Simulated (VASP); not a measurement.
TaBi (CsCl type): single point with LDA

Crystal: TaBi (CsCl type).

```
CELL_PARAMETERS angstrom
3.44100 0.00000 0.00000
0.00000 3.44100 0.00000
0.00000 0.00000 3.44100
ATOMIC_POSITIONS crystal
Ta 0.00000 0.00000 0.00000
Bi 0.50000 0.50000 0.50000
```

```
Program                : VASP 6.6.1
Task                   : single point
Functional             : LDA
Potentials or basis    : VASP PAW LDA potentials, release 64 (Ta_pv, Bi_d)
Cutoff                 : 520 eV
k mesh                 : 11 × 11 × 11
Occupations            : fermi-dirac, width 0.05 eV
Spin                   : no spin polarisation
Dipole correction      : no
Further INCAR settings : ALGO = Normal; EDIFF = 1e-07; NBANDS = 20
```

```yaml
Pressure: 0.4 GPa
Band_gap_on_the_k_mesh: zero (band 13 reaches 11.36 eV, above the bottom of band 14 at 9.16 eV)
```

Levels at points of the mesh, in eV from the Fermi level:
```
           k point  band 9  band 10  band 11  band 12  band 13  band 14  band 15  band 16  band 17  band 18
(0.00, 0.00, 0.00)  -14.24    -2.35    -2.35     0.62     0.62     0.62     1.51     1.51     1.51     2.80
```

It took 23 s on 1 thread of Intel(R) Xeon(R) 6975P-C (Granite Rapids), with other jobs on the host, peak memory 0.17 GiB.

Caveat: spin-orbit coupling is left out, which moves the levels of the heavy elements.
